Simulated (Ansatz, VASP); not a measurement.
# Rh: VASP beside Ansatz

```
Rh
1.0
     0.00000    2.26575    1.42561
     2.26575    0.00000    1.42561
     2.26575    2.26575    0.00000
Rh
1
Direct
  0.00000 0.00000 0.00000
```

Alike in both runs: task single point; functional LDA; k mesh 22 × 22 × 22; occupations gaussian, width 0.15 eV; no spin polarisation.

|  | VASP | Ansatz |
| --- | --- | --- |
| version | VASP 6.6.1 | Ansatz 0.2.0 |
| potentials or method | VASP PAW LDA potentials, release 64 (Rh_pv), cutoff 520 eV | scalar-relativistic, plane waves, PAW |
| valence electrons in the cell | 15 | 17 |

Ansatz gave:

| Item | Value |
| --- | --- |
| gap on the k mesh at the Fermi level (eV) | none |
| pressure (GPa) | -19.1 |
| traceless stress, the component that is largest in VASP (GPa) | -11.27 |

Estimate VASP's values.

gap on the k mesh at the Fermi level (eV): none; pressure (GPa): -18.6; traceless stress, the component that is largest in VASP (GPa): -11.12.

Ansatz warns that its potentials were made for another functional, while VASP's fit it. LDA's correlation is that of Perdew and Zunger in VASP and of Perdew and Wang (1992) in Ansatz. A gap of «none» marks a metal or a gap that the smearing closes. VASP's potentials hold 15 valence electrons a cell and Ansatz's 17, so a difference there can come from the potentials and not from the codes.
